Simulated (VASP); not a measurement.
# YHgTe2 (P-3m1) in VASP: relaxation of cell and atoms with PBE

Aim: the relaxation of cell and atoms of YHgTe2 with PBE.

Everything below comes from runs of VASP 6.6.1. Logs are shortened: lines on timing, memory, paths and dates and some standing lists are left out, and cuts for length are marked.

**1. The cell of the first run**

The structure is trigonal, space group P-3m1 (No. 164). Conventional cell: a = 4.523 Å, b = 4.523 Å, c = 7.372 Å, α = 90.00°, β = 90.00°, γ = 120.00°. Y (site symmetry -3m) has 6 Te at 3.11 Å and 2 Hg at 3.69 Å within 4.1 Å. Hg (site symmetry -3m) has 6 Te at 3.29 Å and 2 Y at 3.69 Å within 4.3 Å. Te (site symmetry 3m) has 3 Y at 3.11 Å and 3 Hg at 3.29 Å and 3 Te at 4.26 Å within 4.3 Å.

The cell was generated, and may not be a known phase.

**2. Relaxation of cell and atoms, PBE**

The input, INCAR:

```
  PREC = Accurate
  ENCUT = 600
  EDIFF = 1E-6
  ISMEAR = 0
  SIGMA = 0.1
  LREAL = False
  LASPH = True
  NELM = 60
  ALGO = Normal
  ISIF = 3
  LWAVE = False
  LCHARG = False
  GGA = PE
  IBRION = 2
  NSW = 100
  EDIFFG = -0.01
```

The input, KPOINTS:

```
regular mesh
0
Gamma
  12 12 6
```

The input, POSCAR:

```
YHgTe2
1.0
    4.5227984050      0.0000000000      0.0000000000
   -2.2613992025      3.9168583150      0.0000000000
    0.0000000000      0.0000000000      7.3723587925
Y Hg Te
1 1 2
Direct
    0.0000000000      0.0000000000      0.0000000000
    0.0000000000      0.0000000000      0.5000000000
    0.6666666667      0.3333333333      0.7719605306
    0.3333333333      0.6666666667      0.2280394694
```

Potentials or basis: VASP PAW PBE potentials, release 64 (Y_sv, Hg, Te).

Run with:

```
> cat potpaw_PBE.64/Y_sv/POTCAR potpaw_PBE.64/Hg/POTCAR potpaw_PBE.64/Te/POTCAR > POTCAR
> mpirun -np 1 vasp_std > vasp.out
```

OUTCAR:

```text
PREC = Accurate
   ENCUT = 600
   EDIFF = 1E-6
   ISMEAR = 0
   LREAL = False
   LASPH = True
   NELM = 60
   ISIF = 3
   GGA = PE
   IBRION = 2
   NSW = 100
   EDIFFG = -0.01

 ion  position               nearest neighbor table
   1  0.000  0.000  0.000-   3 3.11   4 3.11   3 3.11   4 3.11   3 3.11   4 3.11   2 3.69   2 3.69

   2  0.000  0.000  0.500-   3 3.29   4 3.29   3 3.29   4 3.29   3 3.29   4 3.29   1 3.69   1 3.69

   3  0.667  0.333  0.772-   1 3.11   1 3.11   1 3.11   2 3.29   2 3.29   2 3.29
   4  0.333  0.667  0.228-   1 3.11   1 3.11   1 3.11   2 3.29   2 3.29   2 3.29

  LATTYP: Found a hexagonal cell.
 ALAT       =     4.5227984050
 C/A-ratio  =     1.6300436439

  Lattice vectors:

 A1 = (   4.5227984050,   0.0000000000,   0.0000000000)
 A2 = (  -2.2613992025,   3.9168583150,   0.0000000000)
 A3 = (   0.0000000000,   0.0000000000,   7.3723587925)

Analysis of symmetry for initial positions (statically):
=====================================================================
 Subroutine PRICEL returns:
 Original cell was already a primitive cell.

 Routine SETGRP: Setting up the symmetry group for a
 hexagonal supercell.

 Subroutine GETGRP returns: Found 12 space group operations
 (whereof 12 operations were pure point group operations)
 out of a pool of 24 trial point group operations.

The static configuration has the point symmetry D_3d.

Analysis of symmetry for dynamics (positions and initial velocities):
=====================================================================
 Subroutine PRICEL returns:
 Original cell was already a primitive cell.

 Routine SETGRP: Setting up the symmetry group for a
 hexagonal supercell.

 Subroutine GETGRP returns: Found 12 space group operations
 (whereof 12 operations were pure point group operations)
 out of a pool of 24 trial point group operations.

The dynamic configuration has the point symmetry D_3d.

 Subroutine INISYM returns: Found 12 space group operations
 (whereof 12 operations are pure point group operations),
 and found     1 'primitive' translations

----------------------------------------------------------------------------------------

                                     Primitive cell

  volume of cell :     130.6025

  direct lattice vectors                    reciprocal lattice vectors
     4.522798405  0.000000000  0.000000000     0.221102050  0.127653328  0.000000000
    -2.261399202  3.916858315  0.000000000     0.000000000  0.255306656  0.000000000
     0.000000000  0.000000000  7.372358793     0.000000000  0.000000000  0.135641798

  length of vectors
     4.522798405  4.522798405  7.372358793     0.255306656  0.255306656  0.135641798

  position of ions in fractional coordinates (direct lattice)
     0.000000000  0.000000000  0.000000000
     0.000000000  0.000000000  0.500000000
     0.666666667  0.333333333  0.771960531
     0.333333333  0.666666667  0.228039469

  ion indices of the primitive-cell ions
   primitive index   ion index
                 1           1
                 2           2
                 3           3
                 4           4

----------------------------------------------------------------------------------------

 KPOINTS: regular mesh

Automatic generation of k-mesh.
 Grid dimensions read from file:
 generate k-points for:   12   12    6

 Generating k-lattice:

  Cartesian coordinates                     Fractional coordinates (reciprocal lattice)
     0.018425171  0.010637777  0.000000000     0.083333333 -0.000000000  0.000000000
     0.000000000  0.021275555  0.000000000     0.000000000  0.083333333  0.000000000
     0.000000000  0.000000000  0.022606966     0.000000000  0.000000000  0.166666667

  Length of vectors
     0.021275555  0.021275555  0.022606966

  Shift w.r.t. Gamma in fractional coordinates (k-lattice)
     0.000000000  0.000000000  0.000000000

 Subroutine IBZKPT returns following result:
 ===========================================

 Found    100 irreducible k-points:

 Following reciprocal coordinates:
            Coordinates               Weight
  0.000000  0.000000  0.000000      1.000000
  0.083333  0.000000  0.000000      6.000000
  0.166667  0.000000  0.000000      6.000000
  0.250000 -0.000000  0.000000      6.000000
  0.333333  0.000000  0.000000      6.000000
  0.416667  0.000000  0.000000      6.000000
[... 16 lines left out ...]
  0.166667  0.000000  0.166667      6.000000
  0.000000  0.166667  0.166667      6.000000
 [... further k-points ...]
   k-points           NKPTS =    100   k-points in BZ     NKDIM =    100   number of bands    NBANDS=     21
   number of dos      NEDOS =    301   number of ions     NIONS =      4
   total plane-waves  NPLWV =  77760
   dimension x,y,z NGX =    36 NGY =   36 NGZ =   60
   dimension x,y,z NGXF=    72 NGYF=   72 NGZF=  120
   ions per type =               1   1   2
   NGX,Y,Z   is equivalent  to a cutoff of  13.23, 13.23, 13.53 a.u.
   NGXF,Y,Z  is equivalent  to a cutoff of  26.47, 26.47, 27.06 a.u.
 SYSTEM =  unknown system
   PREC   = accura    normal or accurate (medium, high low for compatibility)
   ISTART =      0    job   : 0-new  1-cont  2-samecut
   ICHARG =      2    charge: 1-file 2-atom 10-const
   ISPIN  =      1    spin polarized calculation?
   LNONCOLLINEAR =      F non collinear calculations
   LSORBIT =      F    spin-orbit coupling
   LASPH  =      T    aspherical Exc in radial PAW
   ENCUT  =  600.0 eV  44.10 Ry    6.64 a.u.   9.03  9.03 14.72*2*pi/ulx,y,z
   NELM   =     60;   NELMIN=  2; NELMDL= -5     # of ELM steps
   EDIFF  = 0.1E-05   stopping-criterion for ELM
   LREAL  =      F    real-space projection
   EDIFFG = -.1E-01   stopping-criterion for IOM
   NSW    =    100    number of steps for IOM
   IBRION =      2    ionic relax: 0-MD 1-quasi-New 2-CG
   NFREE  =      1    steps in history (QN), initial steepest desc. (CG)
   ISIF   =      3    stress and relaxation
   ISYM   =      2    0-nonsym 1-usesym 2-fastsym
   POTIM  = 0.5000    time-step for ionic-motion
   TEBEG  =    0.0;   TEEND  =   0.0 temperature during run
   PSTRESS=    0.0 pullay stress
   NELECT =      35.0000    total number of electrons
   NUPDOWN=      -1.0000    fix difference up-down
   EMIN   =  10.00;   EMAX   =-10.00  energy-range for DOS
   EFERMI =   0.00;   METHOD = LEGACY
   ISMEAR =     0;   SIGMA  =   0.10  broadening in eV -4-tet -1-fermi 0-gaus
   EFERMI_NEDOS =   21; number of points for ismear=-14 and -15
   IALGO  =     38    algorithm
   IMIX   =      4    mixing-type and parameters
     AMIX     =   0.40;   BMIX     =  1.00
     AMIX_MAG =   1.60;   BMIX_MAG =  1.00
  volume/ion in A,a.u.               =      32.65       220.34
  Fermi-wavevector in a.u.,A,eV,Ry     =   1.055473  1.994554 15.157197  1.114023
  Thomas-Fermi vector in A             =   2.190672
   LORBIT       =      0    0 simple, 1 ext, 2 COOP (PROOUT), +10 PAW based schemes
   GGA     = PE    functional components
   LHFCALC =     F    Hartree Fock is set to
   AEXX    =    0.0000 exact exchange contribution
   IVDW    =     0    specifies the selected vdW correction
   LEPSILON=     F    determine dielectric tensor
   LRPA    =     F    only Hartree local field effects (RPA)
 conjugate gradient relaxation of ions
 non-spin polarized calculation
 Gauss-broadening in eV      SIGMA  =   0.10
  energy-cutoff  :      600.00
  volume of cell :      130.60
 maximum number of plane-waves:      4395
   NGX = 19   NGY = 19   NGZ = 29

--------------------------------------- Ionic step        1  -------------------------------------------

 number of electron      35.0000001 magnetization

 Free energy of the ion-electron system (eV)
  ---------------------------------------------------
  ext. energy  EPLUGINS =         0.00000000
  ---------------------------------------------------
  free energy    TOTEN  =       -16.11197112 eV

  energy without entropy =      -16.10033990  energy(sigma->0) =      -16.10615551

------------------------ aborting loop because EDIFF is reached ----------------------------------------

  FORCE on cell =-STRESS in cart. coord.  units (eV):
  Direction    XX          YY          ZZ          XY          YZ          ZX
  --------------------------------------------------------------------------------------
  -------------------------------------------------------------------------------------
  Total       -0.2416285     -0.2416285      0.0396898      0.0000000     -0.0000000      0.0000000
  in kB       -2.9641977     -2.9641977      0.4868975      0.0000000     -0.0000000      0.0000000
  external PRESSURE =      -1.8138327 kB  Pullay stress =       0.0000000 kB
[... 95 lines left out ...]
  FREE ENERGIE OF THE ION-ELECTRON SYSTEM (eV)
  ---------------------------------------------------
  free  energy   TOTEN  =       -16.1128739183 eV

  energy  without entropy=      -16.1013225036  energy(sigma->0) =      -16.10709821

[... ionic steps 4 to 7 ...]

--------------------------------------- Ionic step        8  -------------------------------------------

 number of electron      34.9999998 magnetization

------------------------ aborting loop because EDIFF is reached ----------------------------------------

  FORCE on cell =-STRESS in cart. coord.  units (eV):
  Direction    XX          YY          ZZ          XY          YZ          ZX
  --------------------------------------------------------------------------------------
  -------------------------------------------------------------------------------------
  Total        0.0517675      0.0517675      0.0534607      0.0000000     -0.0000000      0.0000000
  in kB        0.6389966      0.6389966      0.6598962      0.0000000     -0.0000000      0.0000000
  external PRESSURE =       0.6459631 kB  Pullay stress =       0.0000000 kB
[... 61 lines left out ...]
  energy  without entropy=      -16.1023521843  energy(sigma->0) =      -16.10819545

--------------------------------------- Ionic step       10  -------------------------------------------

 number of electron      34.9999999 magnetization

 Free energy of the ion-electron system (eV)
  ---------------------------------------------------
  ext. energy  EPLUGINS =         0.00000000
  ---------------------------------------------------
  free energy    TOTEN  =       -16.11398101 eV

  energy without entropy =      -16.10226468  energy(sigma->0) =      -16.10812285

 E-fermi :   3.8465     XC(G=0):  -9.1829

 val. band max:        3.8450628177   @ k =   0.2500   0.0833   0.1667
 cond. band min:       3.8835486756   @ k =  -0.0833   0.4167   0.1667
 fundamental gap:      0.0384858579
 Fermi energy:         3.8464992803

 k-point     1 :       0.0000    0.0000    0.0000
  band No.  band energies     occupation
      1     -39.3436      2.00000
      2     -19.3592      2.00000
      3     -19.2782      2.00000
      4     -19.2782      2.00000
      5      -7.4833      2.00000
      6      -6.6129      2.00000
[... 550 lines left out ...]
      5      -7.2849      2.00000
      6      -6.6686      2.00000
[... 13 lines left out ...]
     20       5.8143      0.00000
     21       6.2139      0.00000

 [... further k-points ...]
[... 5 lines left out ...]
  --------------------------------------------------------------------------------------
  -------------------------------------------------------------------------------------
  Total       -0.0397041     -0.0397041     -0.0264229      0.0000000      0.0000000      0.0000000
  in kB       -0.4887867     -0.4887867     -0.3252854      0.0000000      0.0000000      0.0000000
  external PRESSURE =      -0.4342863 kB  Pullay stress =       0.0000000 kB
[... 19 lines left out ...]
  FREE ENERGIE OF THE ION-ELECTRON SYSTEM (eV)
  ---------------------------------------------------
  free  energy   TOTEN  =       -16.1139810146 eV

  energy  without entropy=      -16.1022646761  energy(sigma->0) =      -16.10812285

 reached required accuracy - stopping structural energy minimisation
```

Run time: 41 min. Hardware: 1 thread of Intel Xeon 8259CL, shared host; peak memory 0.61 GiB.

Results:

```
Free energy                           : -16.1140 eV
Relaxed volume                        : 32.54 Å³/atom
Relaxed cell                          : a = 4.492 Å, b = 4.492 Å, c = 7.449 Å, α = 90.00°, β = 90.00°, γ = 120.00°
Space group after relaxing (to 0.1 Å) : P-3m1 (No. 164)
Energy gained by relaxing             : 0.5 meV/atom
Ionic steps                           : 10
Pressure after relaxing               : 0.0 GPa
Largest force after relaxing          : 0.010 eV/Å
Band gap on the k mesh                : zero (an odd number of electrons rules out a gap without spin polarisation)
```

Forces on the atoms (eV/Å):
```
Y    0.000  0.000  0.000
Hg   0.000  0.000  0.000
Te   0.000  0.000  0.010
Te   0.000  0.000 -0.010
```

The path:
| step | energy change (eV) | largest force (eV/Å) | pressure (GPa) | volume (Å³) |
| --- | --- | --- | --- | --- |
| 1 | 0.0000 | 0.0004 | -0.18 | 130.60 |
| 2 | -0.0009 | 0.0226 | 0.04 | 129.90 |
| 3 | -0.0009 | 0.0310 | 0.13 | 129.65 |
| 4 | -0.0015 | 0.0205 | 0.10 | 129.71 |
| 5 | -0.0020 | 0.0092 | 0.04 | 129.85 |
| 6 | -0.0021 | 0.0000 | 0.07 | 129.81 |
| 7 | -0.0020 | 0.0026 | 0.07 | 129.79 |
| 8 | -0.0021 | 0.0016 | 0.06 | 129.80 |
| 9 | -0.0021 | 0.0008 | 0.06 | 129.80 |
| 10 | -0.0020 | 0.0097 | -0.04 | 130.14 |

Final structure:
```
CELL_PARAMETERS angstrom
4.49157 0.00000 0.00000
-2.24578 3.88981 0.00000
0.00000 0.00000 7.44904
ATOMIC_POSITIONS crystal
Y 0.00000 0.00000 0.00000
Hg 0.00000 0.00000 0.50000
Te 0.66667 0.33333 0.77137
Te 0.33333 0.66667 0.22863
```

Caveat: spin-orbit coupling is left out, which moves the levels of the heavy elements; an odd number of electrons without spin polarisation forces a metal; a magnetic or distorted state may lie lower.

The gap in the log of VASP goes by the Fermi energy; the results here count the filled bands.